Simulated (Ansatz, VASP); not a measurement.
AlNi: VASP beside Ansatz

File INCAR:

```
PREC = Accurate
ENCUT = 520
EDIFF = 1E-6
ISMEAR = 0
SIGMA = 0.15
LREAL = F
LASPH = T
NELM = 100
ALGO = Fast
ISIF = 2
LWAVE = F
LCHARG = T
GGA = PS
LELF = T
LVHAR = T
NBANDS = 14
```

File KPOINTS:

```
Automatic mesh
0
Gamma
  18 18 16
```

The input POSCAR:

```
AlNi
1.0
    1.9386940000     -1.9531901500      0.0000000000
    1.9386940000      1.9531901500      0.0000000000
    0.0000000000      0.0000000000      3.0994300413
Al Ni
1 1
Direct
    0.0000000000      0.0000000000      0.0000000000
    0.4993909311      0.3364789630      0.4274060079
```

Input for Ansatz:

```yaml
crystal:
  lattice:
    - [1.938694, -1.95319015, 0.0]
    - [1.938694, 1.95319015, 0.0]
    - [0.0, 0.0, 3.0994300413]
  atoms:
    - { symbol: Al, position: [0.0, 0.0, 0.0] }
    - { symbol: Ni, position: [0.4993909311, 0.336478963, 0.4274060079] }
basis:
  ecutwfc: 420
kpoints:
  mp_grid: { grid: [18, 18, 16] }
hamiltonian:
  xc: pbesol
scf:
  occupations: { method: gaussian, width: 0.15 }
output:
  forces: true
  stress: true
  eigenvalues: true
```

Alike in both runs: task single point; functional PBEsol; k mesh 18 × 18 × 16; occupations gaussian, width 0.15 eV; no spin polarisation.

```csv
,VASP,Ansatz
version,VASP 6.6.1,Ansatz 0.2.0
potentials or method,"VASP PAW PBE potentials, release 64 (Al, Ni), cutoff 520 eV","scalar-relativistic, plane waves, PAW"
valence electrons in the cell,13,21
```

Ansatz gave:

```
gap on the k mesh at the Fermi level (eV)                     : none
pressure (GPa)                                                : 17.2
traceless stress, the component that is largest in VASP (GPa) : 10.59
rms of the force components (eV/Å)                            : 2.216
```

Question: Estimate VASP's values.

Answer: gap on the k mesh at the Fermi level (eV): none; pressure (GPa): 17.8; traceless stress, the component that is largest in VASP (GPa): 10.68; rms of the force components (eV/Å): 2.231.

VASP's potentials were made for PBE, not for PBEsol. Atom by atom the forces differ by 0.015 eV/Å (rms over components). A gap of «none» marks a metal or a gap that the smearing closes. The functional is the same, so the differences come from potentials, cutoffs and numerics. VASP's potentials hold 13 valence electrons a cell and Ansatz's 21, so a difference there can come from the potentials and not from the codes.
